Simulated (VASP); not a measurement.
# Os (P6/mmm) in VASP: single point with PBE

Aim: the single point of Os with PBE.

Everything below comes from runs of VASP 6.6.1. Logs are shortened: lines on timing, memory, paths and dates and some standing lists are left out, and cuts for length are marked.

### 1 The cell of the first run

The structure is hexagonal, space group P6/mmm (No. 191). Conventional cell: a = 2.469 Å, b = 2.469 Å, c = 2.331 Å, α = 90.00°, β = 90.00°, γ = 120.00°. Within 3.1 Å of Os (site symmetry 6/mmm) lie 8 Os at 2.33 to 2.47 Å.

This isn't the form of Os at room conditions, which is hcp.

### 2 Single point, PBE

INCAR reads:

```
SYSTEM = Os
ALGO = Normal
EDIFF = 1E-6
ENCUT = 500
GGA = PE
GGA_COMPAT = .False.
ISIF = 2
ISMEAR = -1
LASPH = .True.
LCHARG = .False.
LREAL = .False.
LWAVE = .False.
NBANDS = 14
NELM = 120
PREC = Accurate
SIGMA = 0.05
```

KPOINTS reads:

```
k-points
0
Gamma
  16 16 15
  0 0 0
```

POSCAR reads:

```
Os
1.0
    2.4694580220      0.0000000000      0.0000000000
   -1.2347290110      2.1386133806      0.0000000000
    0.0000000000      0.0000000000      2.3313600217
Os
1
Direct
    0.0000000000      0.0000000000      0.0000000000
```

Potentials or basis: VASP PAW PBE potentials, release 64 (Os_sv_GW).

Command:

```sh
$ cat potpaw_PBE.64/Os_sv_GW/POTCAR > POTCAR
$ mpirun -np 1 vasp_std > vasp.out
```

OUTCAR:

```text
SYSTEM = Os
   EDIFF = 1E-6
   ENCUT = 500
   GGA = PE
   ISIF = 2
   ISMEAR = -1
   LASPH = .True.
   LREAL = .False.
   NELM = 120
   PREC = Accurate

 ion  position               nearest neighbor table
   1  0.000  0.000  0.000-

  LATTYP: Found a hexagonal cell.
 ALAT       =     2.4694580220
 C/A-ratio  =     0.9440776077

  Lattice vectors:

 A1 = (   2.4694580220,   0.0000000000,   0.0000000000)
 A2 = (  -1.2347290110,   2.1386133806,   0.0000000000)
 A3 = (   0.0000000000,   0.0000000000,   2.3313600217)

Analysis of symmetry for initial positions (statically):
=====================================================================
 Subroutine PRICEL returns:
 Original cell was already a primitive cell.

 Routine SETGRP: Setting up the symmetry group for a
 hexagonal supercell.

 Subroutine GETGRP returns: Found 24 space group operations
 (whereof 24 operations were pure point group operations)
 out of a pool of 24 trial point group operations.

The static configuration has the point symmetry D_6h.

Analysis of symmetry for dynamics (positions and initial velocities):
=====================================================================
 Subroutine PRICEL returns:
 Original cell was already a primitive cell.

 Routine SETGRP: Setting up the symmetry group for a
 hexagonal supercell.

 Subroutine GETGRP returns: Found 24 space group operations
 (whereof 24 operations were pure point group operations)
 out of a pool of 24 trial point group operations.

The dynamic configuration has the point symmetry D_6h.

 Subroutine INISYM returns: Found 24 space group operations
 (whereof 24 operations are pure point group operations),
 and found     1 'primitive' translations

----------------------------------------------------------------------------------------

                                     Primitive cell

  volume of cell :      12.3124

  direct lattice vectors                    reciprocal lattice vectors
     2.469458022  0.000000000  0.000000000     0.404947155  0.233796349  0.000000000
    -1.234729011  2.138613381  0.000000000     0.000000000  0.467592698  0.000000000
     0.000000000  0.000000000  2.331360022     0.000000000  0.000000000  0.428934180

  length of vectors
     2.469458022  2.469458022  2.331360022     0.467592698  0.467592698  0.428934180

  position of ions in fractional coordinates (direct lattice)
     0.000000000  0.000000000  0.000000000

  ion indices of the primitive-cell ions
   primitive index   ion index
                 1           1

----------------------------------------------------------------------------------------

 KPOINTS: k-points

Automatic generation of k-mesh.
 Grid dimensions read from file:
 generate k-points for:   16   16   15

 Generating k-lattice:

  Cartesian coordinates                     Fractional coordinates (reciprocal lattice)
     0.025309197  0.014612272  0.000000000     0.062500000  0.000000000  0.000000000
     0.000000000  0.029224544  0.000000000     0.000000000  0.062500000  0.000000000
     0.000000000  0.000000000  0.028595612     0.000000000  0.000000000  0.066666667

  Length of vectors
     0.029224544  0.029224544  0.028595612

  Shift w.r.t. Gamma in fractional coordinates (k-lattice)
     0.000000000  0.000000000  0.000000000

 Subroutine IBZKPT returns following result:
 ===========================================

 Found    240 irreducible k-points:

 Following reciprocal coordinates:
            Coordinates               Weight
  0.000000  0.000000  0.000000      1.000000
  0.062500  0.000000  0.000000      6.000000
  0.125000  0.000000  0.000000      6.000000
  0.187500  0.000000  0.000000      6.000000
  0.250000  0.000000  0.000000      6.000000
  0.312500  0.000000  0.000000      6.000000
[... 16 lines left out ...]
  0.187500  0.187500  0.000000      6.000000
  0.250000  0.187500  0.000000     12.000000
 [... further k-points ...]
   k-points           NKPTS =    240   k-points in BZ     NKDIM =    240   number of bands    NBANDS=     14
   number of dos      NEDOS =    301   number of ions     NIONS =      1
   total plane-waves  NPLWV =   5832
   dimension x,y,z NGX =    18 NGY =   18 NGZ =   18
   dimension x,y,z NGXF=    36 NGYF=   36 NGZF=   36
   ions per type =               1
   NGX,Y,Z   is equivalent  to a cutoff of  12.12, 12.12, 12.84 a.u.
   NGXF,Y,Z  is equivalent  to a cutoff of  24.24, 24.24, 25.67 a.u.
 SYSTEM =  Os
   PREC   = accura    normal or accurate (medium, high low for compatibility)
   ISTART =      0    job   : 0-new  1-cont  2-samecut
   ICHARG =      2    charge: 1-file 2-atom 10-const
   ISPIN  =      1    spin polarized calculation?
   LNONCOLLINEAR =      F non collinear calculations
   LSORBIT =      F    spin-orbit coupling
   LASPH  =      T    aspherical Exc in radial PAW
   ENCUT  =  500.0 eV  36.75 Ry    6.06 a.u.   4.50  4.50  4.25*2*pi/ulx,y,z
   NELM   =    120;   NELMIN=  2; NELMDL= -5     # of ELM steps
   EDIFF  = 0.1E-05   stopping-criterion for ELM
   LREAL  =      F    real-space projection
   EDIFFG = 0.1E-04   stopping-criterion for IOM
   NSW    =      0    number of steps for IOM
   IBRION =     -1    ionic relax: 0-MD 1-quasi-New 2-CG
   NFREE  =      0    steps in history (QN), initial steepest desc. (CG)
   ISIF   =      2    stress and relaxation
   ISYM   =      2    0-nonsym 1-usesym 2-fastsym
   POTIM  = 0.5000    time-step for ionic-motion
   TEBEG  =    0.0;   TEEND  =   0.0 temperature during run
   PSTRESS=    0.0 pullay stress
   NELECT =      16.0000    total number of electrons
   NUPDOWN=      -1.0000    fix difference up-down
   EMIN   =  10.00;   EMAX   =-10.00  energy-range for DOS
   EFERMI =   0.00;   METHOD = LEGACY
   ISMEAR =    -1;   SIGMA  =   0.05  broadening in eV -4-tet -1-fermi 0-gaus
   EFERMI_NEDOS =   21; number of points for ismear=-14 and -15
   IALGO  =     38    algorithm
   IMIX   =      4    mixing-type and parameters
     AMIX     =   0.40;   BMIX     =  1.00
     AMIX_MAG =   1.60;   BMIX_MAG =  1.00
  volume/ion in A,a.u.               =      12.31        83.09
  Fermi-wavevector in a.u.,A,eV,Ry     =   1.786489  3.375975 43.423589  3.191544
  Thomas-Fermi vector in A             =   2.850061
   LORBIT       =      0    0 simple, 1 ext, 2 COOP (PROOUT), +10 PAW based schemes
   GGA     = PE    functional components
   LHFCALC =     F    Hartree Fock is set to
   AEXX    =    0.0000 exact exchange contribution
   IVDW    =     0    specifies the selected vdW correction
   LEPSILON=     F    determine dielectric tensor
   LRPA    =     F    only Hartree local field effects (RPA)
 non-spin polarized calculation
  energy-cutoff  :      500.00
  volume of cell :       12.31
 maximum number of plane-waves:       332
 NGX is ok and might be reduce to    18
   NGX =  9   NGY =  9   NGZ =  9

 number of electron      16.0000001 magnetization

 Free energy of the ion-electron system (eV)
  ---------------------------------------------------
  ext. energy  EPLUGINS =         0.00000000
  ---------------------------------------------------
  free energy    TOTEN  =       -10.04773608 eV

  energy without entropy =      -10.04040074  energy(sigma->0) =      -10.04406841

 E-fermi :  16.2612     XC(G=0): -15.3171

 val. band max:       16.2556749372   @ k =   0.1875   0.0000   0.2000
 cond. band min:      16.2620908964   @ k =   0.3125   0.0000   0.0667
 fundamental gap:      0.0064159592
 Fermi energy:        16.2612294053

 k-point     1 :       0.0000    0.0000    0.0000
  band No.  band energies     occupation
      1     -70.4048      2.00000
      2     -28.9061      2.00000
      3     -28.9061      2.00000
      4     -28.8495      2.00000
      5       4.4423      2.00000
      6       8.0078      2.00000
      7      12.6950      2.00000
      8      12.6950      2.00000
      9      20.1616      0.00000
     10      20.1616      0.00000
     11      29.6709      0.00000
     12      33.3073      0.00000
     13      39.7667      0.00000
     14      39.7667      0.00000

 k-point     2 :       0.0625    0.0000    0.0000
  band No.  band energies     occupation
      1     -70.3966      2.00000
      2     -28.9915      2.00000
      3     -28.9251      2.00000
      4     -28.8410      2.00000
      5       4.6606      2.00000
      6       8.1045      2.00000
      7      12.4817      2.00000
      8      12.8998      2.00000
      9      19.8719      0.00000
     10      20.1160      0.00000
     11      30.1876      0.00000
     12      33.7748      0.00000
     13      38.4246      0.00000
     14      39.3963      0.00000

 k-point     3 :       0.1250    0.0000    0.0000
  band No.  band energies     occupation
      1     -70.3725      2.00000
      2     -29.2291      2.00000
      3     -28.9783      2.00000
      4     -28.8155      2.00000
      5       5.2650      2.00000
      6       8.3835      2.00000
      7      11.9718      2.00000
      8      13.5050      2.00000
      9      19.1298      0.00000
     10      19.9884      0.00000
     11      31.5872      0.00000
     12      35.0266      0.00000
     13      36.1819      0.00000
     14      38.4627      0.00000
[... 324 lines left out ...]
 k-point    23 :       0.1875    0.1875    0.0000
  band No.  band energies     occupation
      1     -70.2414      2.00000
      2     -30.2886      2.00000
      3     -29.4267      2.00000
      4     -28.6783      2.00000
      5       8.2132      2.00000
      6      10.1755      2.00000
      7      10.3430      2.00000
      8      16.5280      0.00959
      9      18.4549      0.00000
     10      18.8442      0.00000
     11      29.9015      0.00000
     12      31.8224      0.00000
     13      38.8061      0.00000
     14      41.1405      0.00000

 k-point    24 :       0.2500    0.1875    0.0000
  band No.  band energies     occupation
      1     -70.2073      2.00000
      2     -30.4953      2.00000
      3     -29.5903      2.00000
      4     -28.6418      2.00000
      5       8.7984      2.00000
      6       9.7628      2.00000
      7      11.4720      2.00000
      8      16.1099      1.90744
      9      18.4276      0.00000
     10      20.2091      0.00000
     11      28.2600      0.00000
     12      30.4477      0.00000
     13      37.0622      0.00000
     14      42.9604      0.00000

 [... further k-points ...]

------------------------ aborting loop because EDIFF is reached ----------------------------------------

  FORCE on cell =-STRESS in cart. coord.  units (eV):
  Direction    XX          YY          ZZ          XY          YZ          ZX
  --------------------------------------------------------------------------------------
  -------------------------------------------------------------------------------------
  Total       10.2808718     10.2808718     10.3211521      0.0000000      0.0000000      0.0000000
  in kB     1337.8186692   1337.8186692   1343.0602205      0.0000000      0.0000000      0.0000000
  external PRESSURE =    1339.5658530 kB  Pullay stress =       0.0000000 kB

 VOLUME and BASIS-vectors are now :
 -----------------------------------------------------------------------------
  energy-cutoff  :      500.00
  volume of cell :       12.31
      direct lattice vectors                 reciprocal lattice vectors
     2.469458022  0.000000000  0.000000000     0.404947155  0.233796349  0.000000000
    -1.234729011  2.138613381  0.000000000     0.000000000  0.467592698  0.000000000
     0.000000000  0.000000000  2.331360022     0.000000000  0.000000000  0.428934180

 POSITION                                       TOTAL-FORCE (eV/Angst)
 -----------------------------------------------------------------------------------
      0.00000      0.00000      0.00000         0.000000      0.000000      0.000000
 -----------------------------------------------------------------------------------
    total drift:                                0.000000      0.000000      0.000000

  FREE ENERGIE OF THE ION-ELECTRON SYSTEM (eV)
  ---------------------------------------------------
  free  energy   TOTEN  =       -10.0477360808 eV

  energy  without entropy=      -10.0404007380  energy(sigma->0) =      -10.04406841
```

Wall time 25 s (1 thread of Intel Xeon Platinum 8488C (Sapphire Rapids), shared host); peak memory 0.15 GiB.

Results:

```yaml
Free_energy: -10.0477 eV
Pressure: 134.0 GPa
Band_gap_on_the_k_mesh: zero (bands 8 and 9 overlap by 6.61 eV)
```

Caveat: the cell stands under pressure; spin-orbit coupling is left out, which moves the levels of the heavy elements.
